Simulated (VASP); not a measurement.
# Yb (Fd-3m) in VASP: notebook, part 2 of 2

VASP 6.6.1.

## Step 3: Single point, LDA (60.41 Å³/atom)

This run uses another cell than the first one, of 60.41 Å³/atom.

File INCAR:

```
SYSTEM = Yb
  ALGO = Normal
  EDIFF = 1E-6
  ENCUT = 520
  GGA = CA
  ISIF = 2
  ISMEAR = -1
  LASPH = .TRUE.
  LCHARG = .FALSE.
  LREAL = .FALSE.
  LWAVE = .FALSE.
  NBANDS = 31
  NELM = 80
  PREC = Accurate
  SIGMA = 0.1
```

File KPOINTS:

```
k-points
0
G
  8 8 8
  0 0 0
```

File POSCAR:

```
Yb
1.0
    0.0000000000      3.9237830957      3.9237830957
    3.9237830957      0.0000000000      3.9237830957
    3.9237830957      3.9237830957      0.0000000000
Yb
2
Direct
    0.1250000000      0.1250000000      0.1250000000
    0.8750000000      0.8750000000      0.8750000000
```

Potentials or basis: VASP PAW PBE potentials, release 64 (Yb).

On the command line:

```bash
> cat potpaw_PBE.64/Yb/POTCAR > POTCAR
> mpirun -np 1 vasp_std > vasp.out
```

OUTCAR:

```text
SYSTEM = Yb
   EDIFF = 1E-6
   ENCUT = 520
   GGA = CA
   ISIF = 2
   ISMEAR = -1
   LASPH = .TRUE.
   LREAL = .FALSE.
   NELM = 80
   PREC = Accurate

 ion  position               nearest neighbor table
   1  0.125  0.125  0.125-   2 3.40   2 3.40   2 3.40   2 3.40
   2  0.875  0.875  0.875-   1 3.40   1 3.40   1 3.40   1 3.40

  LATTYP: Found a face centered cubic cell.
 ALAT       =     7.8475661914

  Lattice vectors:

 A1 = (   0.0000000000,   3.9237830957,   3.9237830957)
 A2 = (   3.9237830957,   0.0000000000,   3.9237830957)
 A3 = (   3.9237830957,   3.9237830957,   0.0000000000)

Analysis of symmetry for initial positions (statically):
=====================================================================
 Subroutine PRICEL returns:
 Original cell was already a primitive cell.

 Routine SETGRP: Setting up the symmetry group for a
 face centered cubic supercell.

 Subroutine GETGRP returns: Found 48 space group operations
 (whereof 12 operations were pure point group operations)
 out of a pool of 48 trial point group operations.

The static configuration has the point symmetry D_3d.
 The point group associated with its full space group is O_h .

Analysis of symmetry for dynamics (positions and initial velocities):
=====================================================================
 Subroutine PRICEL returns:
 Original cell was already a primitive cell.

 Routine SETGRP: Setting up the symmetry group for a
 face centered cubic supercell.

 Subroutine GETGRP returns: Found 48 space group operations
 (whereof 12 operations were pure point group operations)
 out of a pool of 48 trial point group operations.

The dynamic configuration has the point symmetry D_3d.
 The point group associated with its full space group is O_h .

 Subroutine INISYM returns: Found 48 space group operations
 (whereof 12 operations are pure point group operations),
 and found     1 'primitive' translations

----------------------------------------------------------------------------------------

                                     Primitive cell

  volume of cell :     120.8217

  direct lattice vectors                    reciprocal lattice vectors
     0.000000000  3.923783096  3.923783096    -0.127428043  0.127428043  0.127428043
     3.923783096  0.000000000  3.923783096     0.127428043 -0.127428043  0.127428043
     3.923783096  3.923783096  0.000000000     0.127428043  0.127428043 -0.127428043

  length of vectors
     5.549067270  5.549067270  5.549067270     0.220711844  0.220711844  0.220711844

  position of ions in fractional coordinates (direct lattice)
     0.125000000  0.125000000  0.125000000
     0.875000000  0.875000000  0.875000000

  ion indices of the primitive-cell ions
   primitive index   ion index
                 1           1
                 2           2

----------------------------------------------------------------------------------------

 KPOINTS: k-points

Automatic generation of k-mesh.
 Grid dimensions read from file:
 generate k-points for:    8    8    8

 Generating k-lattice:

  Cartesian coordinates                     Fractional coordinates (reciprocal lattice)
    -0.015928505  0.015928505  0.015928505     0.125000000  0.000000000  0.000000000
     0.015928505 -0.015928505  0.015928505     0.000000000  0.125000000  0.000000000
     0.015928505  0.015928505 -0.015928505     0.000000000  0.000000000  0.125000000

  Length of vectors
     0.027588981  0.027588981  0.027588981

  Shift w.r.t. Gamma in fractional coordinates (k-lattice)
     0.000000000  0.000000000  0.000000000

 Subroutine IBZKPT returns following result:
 ===========================================

 Found     29 irreducible k-points:

 Following reciprocal coordinates:
            Coordinates               Weight
  0.000000  0.000000  0.000000      1.000000
  0.125000  0.000000  0.000000      8.000000
  0.250000  0.000000  0.000000      8.000000
  0.375000  0.000000  0.000000      8.000000
  0.500000  0.000000  0.000000      4.000000
  0.125000  0.125000  0.000000      6.000000
[... 16 lines left out ...]
  0.500000  0.250000  0.125000     48.000000
 -0.375000  0.250000  0.125000     24.000000
 [... further k-points ...]
   k-points           NKPTS =     29   k-points in BZ     NKDIM =     29   number of bands    NBANDS=     31
   number of dos      NEDOS =    301   number of ions     NIONS =      2
   total plane-waves  NPLWV =  74088
   dimension x,y,z NGX =    42 NGY =   42 NGZ =   42
   dimension x,y,z NGXF=    84 NGYF=   84 NGZF=   84
   ions per type =               2
   NGX,Y,Z   is equivalent  to a cutoff of  12.58, 12.58, 12.58 a.u.
   NGXF,Y,Z  is equivalent  to a cutoff of  25.17, 25.17, 25.17 a.u.
 SYSTEM =  Yb
   PREC   = accura    normal or accurate (medium, high low for compatibility)
   ISTART =      0    job   : 0-new  1-cont  2-samecut
   ICHARG =      2    charge: 1-file 2-atom 10-const
   ISPIN  =      1    spin polarized calculation?
   LNONCOLLINEAR =      F non collinear calculations
   LSORBIT =      F    spin-orbit coupling
   LASPH  =      T    aspherical Exc in radial PAW
   ENCUT  =  520.0 eV  38.22 Ry    6.18 a.u.  10.32 10.32 10.32*2*pi/ulx,y,z
   NELM   =     80;   NELMIN=  2; NELMDL= -5     # of ELM steps
   EDIFF  = 0.1E-05   stopping-criterion for ELM
   LREAL  =      F    real-space projection
   EDIFFG = 0.1E-04   stopping-criterion for IOM
   NSW    =      0    number of steps for IOM
   IBRION =     -1    ionic relax: 0-MD 1-quasi-New 2-CG
   NFREE  =      0    steps in history (QN), initial steepest desc. (CG)
   ISIF   =      2    stress and relaxation
   ISYM   =      2    0-nonsym 1-usesym 2-fastsym
   POTIM  = 0.5000    time-step for ionic-motion
   TEBEG  =    0.0;   TEEND  =   0.0 temperature during run
   PSTRESS=    0.0 pullay stress
   NELECT =      48.0000    total number of electrons
   NUPDOWN=      -1.0000    fix difference up-down
   EMIN   =  10.00;   EMAX   =-10.00  energy-range for DOS
   EFERMI =   0.00;   METHOD = LEGACY
   ISMEAR =    -1;   SIGMA  =   0.10  broadening in eV -4-tet -1-fermi 0-gaus
   EFERMI_NEDOS =   21; number of points for ismear=-14 and -15
   IALGO  =     38    algorithm
   IMIX   =      4    mixing-type and parameters
     AMIX     =   0.40;   BMIX     =  1.00
     AMIX_MAG =   1.60;   BMIX_MAG =  1.00
  volume/ion in A,a.u.               =      60.41       407.67
  Fermi-wavevector in a.u.,A,eV,Ry     =   1.203484  2.274255 19.706315  1.448373
  Thomas-Fermi vector in A             =   2.339236
   LORBIT       =      0    0 simple, 1 ext, 2 COOP (PROOUT), +10 PAW based schemes
   GGA     = CA    functional components
   LHFCALC =     F    Hartree Fock is set to
   AEXX    =    0.0000 exact exchange contribution
   IVDW    =     0    specifies the selected vdW correction
   LEPSILON=     F    determine dielectric tensor
   LRPA    =     F    only Hartree local field effects (RPA)
 non-spin polarized calculation
  energy-cutoff  :      520.00
  volume of cell :      120.82
 maximum number of plane-waves:      3287
 NGX is ok and might be reduce to    42
   NGX = 21   NGY = 21   NGZ = 21

 number of electron      47.9999992 magnetization

 Free energy of the ion-electron system (eV)
  ---------------------------------------------------
  ext. energy  EPLUGINS =         0.00000000
  ---------------------------------------------------
  free energy    TOTEN  =        -5.53254945 eV

  energy without entropy =       -5.36316072  energy(sigma->0) =       -5.44785508

 E-fermi :  -0.3103     XC(G=0):  -7.4777

 val. band max:       -0.3103232462   @ k =   0.5000   0.5000   0.0000
 cond. band min:      -0.2401684279   @ k =   0.3750   0.3750   0.0000
 fundamental gap:      0.0701548183
 Fermi energy:        -0.3102613209

 k-point     1 :       0.0000    0.0000    0.0000
  band No.  band energies     occupation
      1     -52.2409      2.00000
      2     -52.2035      2.00000
      3     -24.9199      2.00000
      4     -24.9199      2.00000
      5     -24.9199      2.00000
      6     -24.7026      2.00000
[... 23 lines left out ...]
     30       1.7866      0.00000
     31       1.7866      0.00000

 k-point     2 :       0.1250    0.0000    0.0000
  band No.  band energies     occupation
      1     -52.2398      2.00000
      2     -52.2045      2.00000
      3     -24.9234      2.00000
      4     -24.9234      2.00000
      5     -24.9187      2.00000
      6     -24.7045      2.00000
[... 740 lines left out ...]
 k-point    24 :      -0.3750    0.2500    0.1250
  band No.  band energies     occupation
      1     -52.2288      2.00000
      2     -52.2156      2.00000
      3     -24.9613      2.00000
      4     -24.9499      2.00000
      5     -24.8718      2.00000
      6     -24.7546      2.00000
[... 23 lines left out ...]
     30       2.1790      0.00000
     31       2.5543      0.00000

 [... further k-points ...]
[... 5 lines left out ...]
  --------------------------------------------------------------------------------------
  -------------------------------------------------------------------------------------
  Total        0.1565883      0.1565883      0.1565883     -0.0000000     -0.0000000      0.0000000
  in kB        2.0764662      2.0764662      2.0764662     -0.0000000     -0.0000000      0.0000000
  external PRESSURE =       2.0764662 kB  Pullay stress =       0.0000000 kB

 VOLUME and BASIS-vectors are now :
 -----------------------------------------------------------------------------
  energy-cutoff  :      520.00
  volume of cell :      120.82
      direct lattice vectors                 reciprocal lattice vectors
     0.000000000  3.923783096  3.923783096    -0.127428043  0.127428043  0.127428043
     3.923783096  0.000000000  3.923783096     0.127428043 -0.127428043  0.127428043
     3.923783096  3.923783096  0.000000000     0.127428043  0.127428043 -0.127428043

 POSITION                                       TOTAL-FORCE (eV/Angst)
 -----------------------------------------------------------------------------------
      0.98095      0.98095      0.98095         0.000000      0.000000      0.000000
      6.86662      6.86662      6.86662        -0.000000     -0.000000     -0.000000
 -----------------------------------------------------------------------------------
    total drift:                                0.000000      0.000000      0.000000

  FREE ENERGIE OF THE ION-ELECTRON SYSTEM (eV)
  ---------------------------------------------------
  free  energy   TOTEN  =        -5.5325494512 eV

  energy  without entropy=       -5.3631607185  energy(sigma->0) =       -5.44785508
```

OSZICAR:

```text
N       E                     dE             d eps       ncg     rms          rms(c)
DAV:   1     0.377316613810E+03    0.37732E+03   -0.16104E+04  2512   0.952E+03
DAV:   2     0.872361551010E+02   -0.29008E+03   -0.27164E+03  2632   0.887E+02
DAV:   3     0.992742145199E+01   -0.77309E+02   -0.75743E+02  2873   0.255E+02
[... 18 lines left out ...]
DAV:  22    -0.553268235739E+01    0.64251E-03   -0.53354E-04  2829   0.753E-01    0.136E-01
DAV:  23    -0.553253640975E+01    0.14595E-03   -0.32401E-04  3244   0.464E-01    0.314E-02
DAV:  24    -0.553254773151E+01   -0.11322E-04   -0.18267E-04  3412   0.151E-01    0.304E-02
DAV:  25    -0.553254972093E+01   -0.19894E-05   -0.28417E-05  2594   0.563E-02    0.448E-03
DAV:  26    -0.553254945120E+01    0.26972E-06   -0.94913E-07  1314   0.373E-02
   1 F= -.55325495E+01 E0= -.54478551E+01  d E =-.169389E+00
```

stdout:

```text
POSCAR found type information on POSCAR Yb
 POSCAR found :  1 types and       2 ions
 scaLAPACK will be used
 -----------------------------------------------------------------------------
|                                                                             |
|                                                                             |
|     You enforced a specific xc type in the INCAR file but a different       |
|     I HOPE YOU KNOW WHAT YOU ARE DOING!                                     |
|                                                                             |
 -----------------------------------------------------------------------------

 LDA part: xc-table for (Slater(with rela. corr.)+CA(PZ))
 , standard interpolation
 POSCAR, INCAR and KPOINTS ok, starting setup
 FFT: planning ... GRIDC
 FFT: planning ... GRID_SOFT
 FFT: planning ... GRID
 WAVECAR not read
 entering main loop
```

Run time: 1.9 min. Hardware: 1 thread of AMD EPYC 9R45 (Zen 5), shared host; peak memory 0.24 GiB.

Results:

```yaml
Free_energy: -5.5325 eV
Pressure: 0.2 GPa
Band_gap_on_the_k_mesh: zero (bands 24 and 25 overlap by 1.24 eV)
```

Levels at points of the mesh, in eV from the Fermi level:
```
           k point  band 22  band 23  band 24  band 25  band 26  band 27
(0.00, 0.00, 0.00)    -0.53    -0.53     1.02     1.02     1.06     1.06
(0.50, 0.00, 0.00)    -0.55    -0.54    -0.53     0.84     0.84     0.88
(0.50, 0.50, 0.00)    -0.55    -0.55    -0.55     0.00     0.00     1.52
```

Caveat: the PAW data sets were made with another functional, which shifts forces and pressure a little; spin-orbit coupling is left out, which moves the levels of the heavy elements.

## Step 4: Single point, LDA (63.04 Å³/atom)

This run uses another cell than the first one, of 63.04 Å³/atom.

File INCAR:

```
SYSTEM = Yb
PREC = Accurate
ENCUT = 520
EDIFF = 1E-6
ISMEAR = -1
SIGMA = 0.1
LREAL = .FALSE.
LASPH = .TRUE.
NELM = 80
ALGO = Normal
ISIF = 2
LWAVE = .FALSE.
LCHARG = .FALSE.
GGA = CA
NBANDS = 31
```

File KPOINTS:

```
Automatic mesh
0
G
  8 8 8
  0 0 0
```

File POSCAR:

```
Yb
1.0
    0.0000000000      3.9798447142      3.9798447142
    3.9798447142      0.0000000000      3.9798447142
    3.9798447142      3.9798447142      0.0000000000
Yb
2
Direct
    0.1250000000      0.1250000000      0.1250000000
    0.8750000000      0.8750000000      0.8750000000
```

On the command line:

```bash
> cat potpaw_PBE.64/Yb/POTCAR > POTCAR
> mpirun -np 1 vasp_std > vasp.out
```

Wall time 2.7 min (1 thread of AMD EPYC 9R45 (Zen 5), shared host); peak memory 0.23 GiB.

It converged, with:

```yaml
Free_energy: -5.5358 eV
Pressure: 0.2 GPa
Band_gap_on_the_k_mesh: zero (bands 24 and 25 overlap by 1.23 eV)
```

Levels at points of the mesh, in eV from the Fermi level:
```tsv
k point	band 21	band 22	band 23	band 24	band 25	band 26	band 27	band 28
(0.00, 0.00, 0.00)	-0.53	-0.53	-0.53	1.03	1.03	1.03	1.03	1.03
(0.50, 0.00, 0.00)	-0.55	-0.55	-0.54	-0.53	0.84	0.84	0.85	1.33
(0.50, 0.50, 0.00)	-0.55	-0.55	-0.55	-0.55	0.03	0.03	1.46	1.46
```

Caveat: the PAW data sets were made with another functional, which shifts forces and pressure a little; spin-orbit coupling is left out, which moves the levels of the heavy elements.

## Step 5: Summary

```csv
cell,gap on the mesh (eV),pressure (GPa)
"a = 5.467 Å, angles 60.0°, 2 atoms",none,0.3
"a = 5.549 Å, angles 60.0°, 2 atoms",none,0.2
"a = 5.628 Å, angles 60.0°, 2 atoms",none,0.2
```

Alike in all rows: task single point; level LDA; potentials or basis VASP PAW PBE potentials, release 64 (Yb); no spin polarisation; k mesh 8 × 8 × 8; cutoff (eV) 520; smearing fermi-dirac 0.1 eV.

Caveats: the PAW data sets were made with another functional, which shifts forces and pressure a little; spin-orbit coupling is left out, which moves the levels of the heavy elements.

Absolute energies hang on the potentials; compare differences alone.

The gap in the log of VASP goes by the Fermi energy; the results here count the filled bands.